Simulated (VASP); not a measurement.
# ZnAu (R3m) in VASP: notebook

Runs on ZnAu. Level: PBEsol. Tasks: single point.

Everything below comes from runs of VASP 6.6.1. Logs are shortened: lines on timing, memory, paths and dates and some standing lists are left out, and cuts for length are marked.

### 1 The cell of the first run

It takes space group R3m (No. 160, trigonal). Conventional cell: a = 4.451 Å, b = 4.451 Å, c = 5.451 Å, α = 90.00°, β = 90.00°, γ = 120.00°. Zn (site symmetry 3m) has 4 Au at 2.07 to 2.58 Å within 2.7 Å. Within 2.7 Å of Au (site symmetry 3m) lie 4 Zn at 2.07 to 2.58 Å.

### 2 Single point, PBEsol (shortest bond scaled by 0.76)

INCAR reads:

```
  PREC = Accurate
  ENCUT = 520
  EDIFF = 1E-7
  ISMEAR = -1
  SIGMA = 0.05
  LREAL = False
  LASPH = True
  NELM = 60
  ALGO = Normal
  ISIF = 2
  LWAVE = False
  LCHARG = False
  GGA = PS
  NBANDS = 18
```

KPOINTS reads:

```
regular mesh
0
Gamma
  10 10 10
```

POSCAR reads:

```
ZnAu
1.0
    3.1470000000      0.0000000000      0.0000000000
    0.0000000000      3.1470000000      0.0000000000
    0.0000000000      0.0000000000      3.1470000000
Zn Au
1 1
Direct
    0.4400000000      0.4400000000      0.4400000000
    0.0600000000      0.0600000000      0.0600000000
```

Potentials or basis: VASP PAW PBE potentials, release 64 (Zn, Au).

Started as:

```sh
cat potpaw_PBE.64/Zn/POTCAR potpaw_PBE.64/Au/POTCAR > POTCAR
mpirun -np 1 vasp_std > vasp.out
```

OUTCAR:

```text
PREC = Accurate
   ENCUT = 520
   EDIFF = 1E-7
   ISMEAR = -1
   LREAL = False
   LASPH = True
   NELM = 60
   ISIF = 2
   GGA = PS

 ion  position               nearest neighbor table
   1  0.440  0.440  0.440-   2 2.07   2 2.58   2 2.58   2 2.58   2 3.01   2 3.01   2 3.01
   2  0.060  0.060  0.060-   1 2.07   1 2.58   1 2.58   1 2.58   1 3.01   1 3.01   1 3.01

  LATTYP: Found a simple cubic cell.
 ALAT       =     3.1470000000

  Lattice vectors:

 A1 = (   3.1470000000,   0.0000000000,   0.0000000000)
 A2 = (   0.0000000000,   3.1470000000,   0.0000000000)
 A3 = (   0.0000000000,   0.0000000000,   3.1470000000)

Analysis of symmetry for initial positions (statically):
=====================================================================
 Subroutine PRICEL returns:
 Original cell was already a primitive cell.

 Routine SETGRP: Setting up the symmetry group for a
 simple cubic supercell.

 Subroutine GETGRP returns: Found  6 space group operations
 (whereof  6 operations were pure point group operations)
 out of a pool of 48 trial point group operations.

The static configuration has the point symmetry C_3v.

Analysis of symmetry for dynamics (positions and initial velocities):
=====================================================================
 Subroutine PRICEL returns:
 Original cell was already a primitive cell.

 Routine SETGRP: Setting up the symmetry group for a
 simple cubic supercell.

 Subroutine GETGRP returns: Found  6 space group operations
 (whereof  6 operations were pure point group operations)
 out of a pool of 48 trial point group operations.

The dynamic configuration has the point symmetry C_3v.

 Subroutine INISYM returns: Found  6 space group operations
 (whereof  6 operations are pure point group operations),
 and found     1 'primitive' translations

----------------------------------------------------------------------------------------

                                     Primitive cell

  volume of cell :      31.1667

  direct lattice vectors                    reciprocal lattice vectors
     3.147000000  0.000000000  0.000000000     0.317762949  0.000000000  0.000000000
     0.000000000  3.147000000  0.000000000     0.000000000  0.317762949  0.000000000
     0.000000000  0.000000000  3.147000000     0.000000000  0.000000000  0.317762949

  length of vectors
     3.147000000  3.147000000  3.147000000     0.317762949  0.317762949  0.317762949

  position of ions in fractional coordinates (direct lattice)
     0.440000000  0.440000000  0.440000000
     0.060000000  0.060000000  0.060000000

  ion indices of the primitive-cell ions
   primitive index   ion index
                 1           1
                 2           2

----------------------------------------------------------------------------------------

 KPOINTS: regular mesh

Automatic generation of k-mesh.
 Grid dimensions read from file:
 generate k-points for:   10   10   10

 Generating k-lattice:

  Cartesian coordinates                     Fractional coordinates (reciprocal lattice)
     0.031776295  0.000000000  0.000000000     0.100000000  0.000000000  0.000000000
     0.000000000  0.031776295  0.000000000     0.000000000  0.100000000  0.000000000
     0.000000000  0.000000000  0.031776295     0.000000000  0.000000000  0.100000000

  Length of vectors
     0.031776295  0.031776295  0.031776295

  Shift w.r.t. Gamma in fractional coordinates (k-lattice)
     0.000000000  0.000000000  0.000000000

 Subroutine IBZKPT returns following result:
 ===========================================

 Found    116 irreducible k-points:

 Following reciprocal coordinates:
            Coordinates               Weight
  0.000000  0.000000  0.000000      1.000000
  0.100000  0.000000  0.000000      6.000000
  0.200000  0.000000  0.000000      6.000000
  0.300000  0.000000  0.000000      6.000000
  0.400000  0.000000  0.000000      6.000000
  0.500000  0.000000  0.000000      3.000000
[... 16 lines left out ...]
  0.300000  0.300000  0.000000      6.000000
 -0.300000  0.300000  0.000000      6.000000
 [... further k-points ...]
   k-points           NKPTS =    116   k-points in BZ     NKDIM =    116   number of bands    NBANDS=     18
   number of dos      NEDOS =    301   number of ions     NIONS =      2
   total plane-waves  NPLWV =  13824
   dimension x,y,z NGX =    24 NGY =   24 NGZ =   24
   dimension x,y,z NGXF=    48 NGYF=   48 NGZF=   48
   ions per type =               1   1
   NGX,Y,Z   is equivalent  to a cutoff of  12.68, 12.68, 12.68 a.u.
   NGXF,Y,Z  is equivalent  to a cutoff of  25.36, 25.36, 25.36 a.u.
 SYSTEM =  unknown system
   PREC   = accura    normal or accurate (medium, high low for compatibility)
   ISTART =      0    job   : 0-new  1-cont  2-samecut
   ICHARG =      2    charge: 1-file 2-atom 10-const
   ISPIN  =      1    spin polarized calculation?
   LNONCOLLINEAR =      F non collinear calculations
   LSORBIT =      F    spin-orbit coupling
   LASPH  =      T    aspherical Exc in radial PAW
   ENCUT  =  520.0 eV  38.22 Ry    6.18 a.u.   5.85  5.85  5.85*2*pi/ulx,y,z
   NELM   =     60;   NELMIN=  2; NELMDL= -5     # of ELM steps
   EDIFF  = 0.1E-06   stopping-criterion for ELM
   LREAL  =      F    real-space projection
   EDIFFG = 0.1E-05   stopping-criterion for IOM
   NSW    =      0    number of steps for IOM
   IBRION =     -1    ionic relax: 0-MD 1-quasi-New 2-CG
   NFREE  =      0    steps in history (QN), initial steepest desc. (CG)
   ISIF   =      2    stress and relaxation
   ISYM   =      2    0-nonsym 1-usesym 2-fastsym
   POTIM  = 0.5000    time-step for ionic-motion
   TEBEG  =    0.0;   TEEND  =   0.0 temperature during run
   PSTRESS=    0.0 pullay stress
   NELECT =      23.0000    total number of electrons
   NUPDOWN=      -1.0000    fix difference up-down
   EMIN   =  10.00;   EMAX   =-10.00  energy-range for DOS
   EFERMI =   0.00;   METHOD = LEGACY
   ISMEAR =    -1;   SIGMA  =   0.05  broadening in eV -4-tet -1-fermi 0-gaus
   EFERMI_NEDOS =   21; number of points for ismear=-14 and -15
   IALGO  =     38    algorithm
   IMIX   =      4    mixing-type and parameters
     AMIX     =   0.40;   BMIX     =  1.00
     AMIX_MAG =   1.60;   BMIX_MAG =  1.00
  volume/ion in A,a.u.               =      15.58       105.16
  Fermi-wavevector in a.u.,A,eV,Ry     =   1.479406  2.795672 29.778283  2.188642
  Thomas-Fermi vector in A             =   2.593568
   LORBIT       =      0    0 simple, 1 ext, 2 COOP (PROOUT), +10 PAW based schemes
   GGA     = PS    functional components
   LHFCALC =     F    Hartree Fock is set to
   AEXX    =    0.0000 exact exchange contribution
   IVDW    =     0    specifies the selected vdW correction
   LEPSILON=     F    determine dielectric tensor
   LRPA    =     F    only Hartree local field effects (RPA)
 non-spin polarized calculation
  energy-cutoff  :      520.00
  volume of cell :       31.17
 maximum number of plane-waves:       862
   NGX = 11   NGY = 11   NGZ = 11

 number of electron      22.9999998 magnetization

 Free energy of the ion-electron system (eV)
  ---------------------------------------------------
  ext. energy  EPLUGINS =         0.00000000
  ---------------------------------------------------
  free energy    TOTEN  =        -4.39838903 eV

  energy without entropy =       -4.39335445  energy(sigma->0) =       -4.39587174

 E-fermi :   7.0253     XC(G=0): -12.4227

 val. band max:        7.0193556013   @ k =   0.3000   0.1000   0.0000
 cond. band min:       7.0475511396   @ k =  -0.3000   0.1000   0.1000
 fundamental gap:      0.0281955384
 Fermi energy:         7.0253126123

 k-point     1 :       0.0000    0.0000    0.0000
  band No.  band energies     occupation
      1      -3.8145      2.00000
      2      -1.5985      2.00000
      3      -1.5985      2.00000
      4      -1.4352      2.00000
      5      -0.5368      2.00000
      6      -0.5368      2.00000
[... 10 lines left out ...]
     17      18.3024      0.00000
     18      25.1747      0.00000

 k-point     2 :       0.1000    0.0000    0.0000
  band No.  band energies     occupation
      1      -3.6430      2.00000
      2      -1.5979      2.00000
      3      -1.5365      2.00000
      4      -1.4337      2.00000
      5      -0.5625      2.00000
      6      -0.5343      2.00000
[... 10 lines left out ...]
     17      19.3234      0.00000
     18      25.0430      0.00000

 k-point     3 :       0.2000    0.0000    0.0000
  band No.  band energies     occupation
      1      -3.1520      2.00000
      2      -1.5956      2.00000
      3      -1.4256      2.00000
      4      -1.3738      2.00000
      5      -0.6351      2.00000
      6      -0.5289      2.00000
[... 10 lines left out ...]
     17      21.8060      0.00000
     18      24.4470      0.00000

 k-point     4 :       0.3000    0.0000    0.0000
  band No.  band energies     occupation
      1      -2.4327      2.00000
      2      -1.5901      2.00000
      3      -1.3968      2.00000
      4      -1.1717      2.00000
      5      -0.7359      2.00000
      6      -0.5207      2.00000
[... 10 lines left out ...]
     17      22.3739      0.00000
     18      22.9246      0.00000

 k-point     5 :       0.4000    0.0000    0.0000
  band No.  band energies     occupation
      1      -1.7695      2.00000
      2      -1.5823      2.00000
      3      -1.2817      2.00000
      4      -1.0002      2.00000
      5      -0.8266      2.00000
      6      -0.4858      2.00000
[... 10 lines left out ...]
     17      20.7423      0.00000
     18      21.2302      0.00000

 k-point     6 :       0.5000    0.0000    0.0000
  band No.  band energies     occupation
      1      -1.5934      2.00000
      2      -1.5781      2.00000
      3      -1.1231      2.00000
      4      -0.9160      2.00000
      5      -0.8636      2.00000
      6      -0.4194      2.00000
[... 307 lines left out ...]
 k-point    21 :      -0.2000    0.4000    0.0000
  band No.  band energies     occupation
      1      -1.8423      2.00000
      2      -1.5464      2.00000
      3      -1.1043      2.00000
      4      -0.9870      2.00000
      5      -0.7103      2.00000
      6      -0.1716      2.00000
[... 10 lines left out ...]
     17      21.1352      0.00000
     18      22.2599      0.00000

 k-point    22 :       0.5000    0.2000    0.0000
  band No.  band energies     occupation
      1      -1.6848      2.00000
      2      -1.5517      2.00000
      3      -1.0858      2.00000
      4      -0.9389      2.00000
      5      -0.6997      2.00000
      6       0.0782      2.00000
[... 10 lines left out ...]
     17      20.3780      0.00000
     18      22.1024      0.00000

 k-point    23 :       0.3000    0.3000    0.0000
  band No.  band energies     occupation
      1      -1.7410      2.00000
      2      -1.5187      2.00000
      3      -1.1180      2.00000
      4      -0.9596      2.00000
      5      -0.5712      2.00000
      6      -0.5595      2.00000
[... 10 lines left out ...]
     17      21.7052      0.00000
     18      22.7922      0.00000

 k-point    24 :      -0.3000    0.3000    0.0000
  band No.  band energies     occupation
      1      -1.9935      2.00000
      2      -1.5116      2.00000
      3      -1.1784      2.00000
      4      -0.9816      2.00000
      5      -0.6578      2.00000
      6      -0.2025      2.00000
[... 10 lines left out ...]
     17      21.5305      0.00000
     18      22.9977      0.00000

 [... further k-points ...]
[... 5 lines left out ...]
  --------------------------------------------------------------------------------------
  -------------------------------------------------------------------------------------
  Total        5.5468434      5.5468434      5.5468434      4.8052249      4.8052249      4.8052249
  in kB      285.1453259    285.1453259    285.1453259    247.0211107    247.0211107    247.0211107
  external PRESSURE =     285.1453259 kB  Pullay stress =       0.0000000 kB

 VOLUME and BASIS-vectors are now :
 -----------------------------------------------------------------------------
  energy-cutoff  :      520.00
  volume of cell :       31.17
      direct lattice vectors                 reciprocal lattice vectors
     3.147000000  0.000000000  0.000000000     0.317762949  0.000000000  0.000000000
     0.000000000  3.147000000  0.000000000     0.000000000  0.317762949  0.000000000
     0.000000000  0.000000000  3.147000000     0.000000000  0.000000000  0.317762949

 POSITION                                       TOTAL-FORCE (eV/Angst)
 -----------------------------------------------------------------------------------
      1.38468      1.38468      1.38468         4.552508      4.552508      4.552508
      0.18882      0.18882      0.18882        -4.552508     -4.552508     -4.552508
 -----------------------------------------------------------------------------------
    total drift:                                0.000040      0.000040      0.000074

  FREE ENERGIE OF THE ION-ELECTRON SYSTEM (eV)
  ---------------------------------------------------
  free  energy   TOTEN  =        -4.3983890258 eV

  energy  without entropy=       -4.3933544544  energy(sigma->0) =       -4.39587174
```

Wall time 22 s (1 thread of Intel Xeon Platinum 8488C (Sapphire Rapids), shared host); peak memory 0.19 GiB.

What came out:

```yaml
Free_energy: -4.3984 eV
Pressure: 28.5 GPa
Largest_force: 7.885 eV/Å
Band_gap_on_the_k_mesh: zero (an odd number of electrons rules out a gap without spin polarisation)
```

Forces in eV/Å, atoms in the order of the input:
```
Zn   4.553  4.553  4.553
Au  -4.553 -4.553 -4.553
```

Stress tensor (GPa, compression positive):
```
28.51 24.70 24.70
24.70 28.51 24.70
24.70 24.70 28.51
```

Caveat: the cell differs from its parent crystal (shortest bond scaled by 0.76); the cell stands under pressure; the PAW data sets were made with another functional, which shifts forces and pressure a little; spin-orbit coupling is left out, which moves the levels of the heavy elements.

### 3 Single point, PBEsol (shortest bond scaled by 0.76)

INCAR reads:

```
SYSTEM = ZnAu
PREC = Accurate ; ENCUT = 520
EDIFF = 1E-7 ; ISMEAR = -1
SIGMA = 0.05 ; LREAL = .False.
LASPH = .True. ; NELM = 60
ALGO = Normal ; ISIF = 2
LWAVE = .False. ; LCHARG = .False.
GGA = PS ; NBANDS = 18
```

KPOINTS reads:

```
Automatic mesh
0
Gamma
  10 10 10
  0 0 0
```

POSCAR is that of step 2.

Potentials or basis: VASP PAW PBE potentials, release 64 (Zn, Au).

Started as:

```sh
cat potpaw_PBE.64/Zn/POTCAR potpaw_PBE.64/Au/POTCAR > POTCAR
mpirun -np 1 vasp_std > vasp.out
```

Wall time 22 s (1 thread of Intel Xeon Platinum 8488C (Sapphire Rapids), shared host); peak memory 0.19 GiB.

The run converged. Its results:

- Free energy: -4.3984 eV
- Pressure: 28.5 GPa
- Largest force: 7.885 eV/Å
- Band gap on the k mesh: zero (an odd number of electrons rules out a gap without spin polarisation)

Forces in eV/Å, atoms in the order of the input:
```
Zn   4.553  4.553  4.553
Au  -4.553 -4.553 -4.553
```

Stress tensor (GPa, compression positive):
```
28.51 24.70 24.70
24.70 28.51 24.70
24.70 24.70 28.51
```

Levels at points of the mesh, in eV from the Fermi level:
| k point | band 8 | band 9 | band 10 | band 11 | band 12 | band 13 | band 14 | band 15 |
| --- | --- | --- | --- | --- | --- | --- | --- | --- |
| (0.00, 0.00, 0.00) | -5.76 | -4.11 | -4.11 | -3.73 | 5.62 | 5.81 | 5.81 | 8.06 |
| (0.50, 0.00, 0.00) | -5.52 | -4.62 | -4.59 | -3.83 | -2.55 | 8.47 | 8.97 | 10.62 |
| (0.50, 0.50, 0.00) | -4.58 | -4.37 | -3.50 | -2.00 | -1.82 | 0.56 | 2.48 | 11.03 |
| (0.50, 0.50, 0.50) | -6.61 | -3.46 | -3.46 | 1.35 | 2.48 | 2.95 | 2.95 | 3.64 |

Caveat: the cell differs from its parent crystal (shortest bond scaled by 0.76); the cell stands under pressure; the PAW data sets were made with another functional, which shifts forces and pressure a little; spin-orbit coupling is left out, which moves the levels of the heavy elements.

The gap in the log of VASP goes by the Fermi energy; the results here count the filled bands.